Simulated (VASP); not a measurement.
Here is a VASP 6.6.1 calculation.

Contents of POSCAR:

```
CdTe
1.0
    4.3149846782      0.0000000000      0.0000000000
   -2.1574923391      3.7368863482      0.0000000000
    0.0000000000      0.0000000000      7.0705359438
Cd Te
2 2
Direct
    0.0000000000      0.0000000000      0.0000000000
    0.0000000000      0.0000000000      0.5000000000
    0.3333333333      0.6666666667      0.2500000000
    0.6666666667      0.3333333333      0.7500000000
```

Contents of INCAR.step1:

```
SYSTEM = CdTe
ALGO = Normal ; EDIFF = 1E-4
ENCUT = 520 ; GGA = PE
ISMEAR = -1 ; LASPH = .TRUE.
LCHARG = .FALSE. ; LREAL = .FALSE.
LWAVE = .TRUE. ; NBANDS = 26
NELM = 100 ; PREC = Accurate
SIGMA = 0.02
```

File INCAR.step2:

```
SYSTEM = CdTe
ALGO = Normal ; EDIFF = 1E-7
ENCUT = 520 ; ISIF = 2
ISMEAR = -1 ; ISTART = 1
LASPH = .TRUE. ; LCHARG = .FALSE.
LMIXTAU = .TRUE. ; LREAL = .FALSE.
LWAVE = .FALSE. ; METAGGA = R2SCAN
NBANDS = 26 ; NELM = 100
PREC = Accurate ; SIGMA = 0.02
```

File KPOINTS:

```
k-points
0
G
  12 12 4
  0 0 0
```

Potentials or basis: VASP PAW PBE potentials, release 64 (Cd, Te).

Launch:

```console
$ cat potpaw_PBE.64/Cd/POTCAR potpaw_PBE.64/Te/POTCAR > POTCAR
$ cp INCAR.step1 INCAR
$ mpirun -np 1 vasp_std > vasp.out
$ cp INCAR.step2 INCAR
$ mpirun -np 1 vasp_std > vasp.out
```

(1) Estimate the pressure.

(2) What does it give for the band gap on the k mesh?

Answers

(1) 0.1 GPa.

(2) zero (band 18 reaches 3.80 eV, above the bottom of band 19 at 3.18 eV).

Caveat: the PAW data sets were made with another functional, which shifts forces and pressure a little; spin-orbit coupling is left out, which moves the levels of the heavy elements.
